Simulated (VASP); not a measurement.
Write the native input for VASP 6.6.1 that does the following.

* Task: single point
* Functional: PBE
* Potentials or basis: VASP PAW PBE potentials, release 64 (Si, Ge_d, Pt)
* Cutoff: 520 eV
* k mesh: 4 × 4 × 4
* Occupations: gaussian, width 0.1 eV
* Spin: no spin polarisation
* Dipole correction: no
* Further INCAR settings: ALGO = Normal; EDIFF = 1e-06; NBANDS = 44

The structure of SiGe4Pt lies in POSCAR:

```
SiGe4Pt
1.0
    0.0000000000      3.8863209700      3.8863209700
    3.8863209700      0.0000000000      3.8863209700
    3.8863209700      3.8863209700      0.0000000000
Si Ge Pt
1 4 1
Direct
    0.0000000000      0.0000000000      0.0000000000
    0.8753639800      0.3748786700      0.3748786700
    0.3748786700      0.3748786700      0.3748786700
    0.3748786700      0.8753639800      0.3748786700
    0.3748786700      0.3748786700      0.8753639800
    0.7500000000      0.7500000000      0.7500000000
```

The cell was built from a structure type or drawn by symmetry, and may not be a known phase.

One way to write it, as run:

INCAR

```
SYSTEM = SiGe4Pt
PREC = Accurate ; ENCUT = 520
EDIFF = 1E-6 ; ISMEAR = 0
SIGMA = 0.1 ; LREAL = .False.
LASPH = .True. ; NELM = 60
ALGO = Normal ; ISIF = 2
LWAVE = .False. ; LCHARG = .False.
GGA = PE ; NBANDS = 44
```

KPOINTS

```
regular mesh
0
Gamma
  4 4 4
  0 0 0
```

Potentials or basis: VASP PAW PBE potentials, release 64 (Si, Ge_d, Pt).

Command:

```bash
$ cat potpaw_PBE.64/Si/POTCAR potpaw_PBE.64/Ge_d/POTCAR potpaw_PBE.64/Pt/POTCAR > POTCAR
$ mpirun -np 1 vasp_std > vasp.out
```

Results of the run:

```yaml
Pressure: -2.2 GPa
Largest_force: 0.084 eV/Å
Band_gap_on_the_k_mesh: zero (bands 35 and 36 overlap by 0.90 eV)
```

Caveat: spin-orbit coupling is left out, which moves the levels of the heavy elements.

Run time: 100 s on 1 thread of Intel Xeon 8259CL, on a shared host, peak memory 0.27 GiB.
